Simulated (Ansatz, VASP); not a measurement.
## One calculation of Al, two programs

```
CELL_PARAMETERS angstrom
0.00000 1.99102 1.85165
1.99102 0.00000 1.85165
1.99102 1.99102 0.00000
ATOMIC_POSITIONS crystal
Al 0.00000 0.00000 0.00000
```

Change from the starting cell: engineering shear strain xz +0.0000, normal strain along z -0.0700.

Alike in both runs: task single point; functional PBE; dispersion D3(BJ); k mesh 20 × 20 × 20; occupations gaussian, width 0.15 eV; no spin polarisation.

|  | VASP | Ansatz |
| --- | --- | --- |
| version | VASP 6.6.1 | Ansatz 0.2.0 |
| potentials or method | VASP PAW PBE potentials, release 64 (Al), cutoff 520 eV | scalar-relativistic, plane waves, PAW |
| valence electrons in the cell | 3 | 3 |

|  | VASP | Ansatz | Ansatz less VASP |
| --- | --- | --- | --- |
| gap on the k mesh at the Fermi level (eV) | none | none | - |
| pressure (GPa) | 7.9 | 7.9 | 0.00 |
| traceless stress, the component that is largest in VASP (GPa) | 3.88 | 3.88 | +0.004 |

A gap of «none» marks a metal or a gap that the smearing closes.
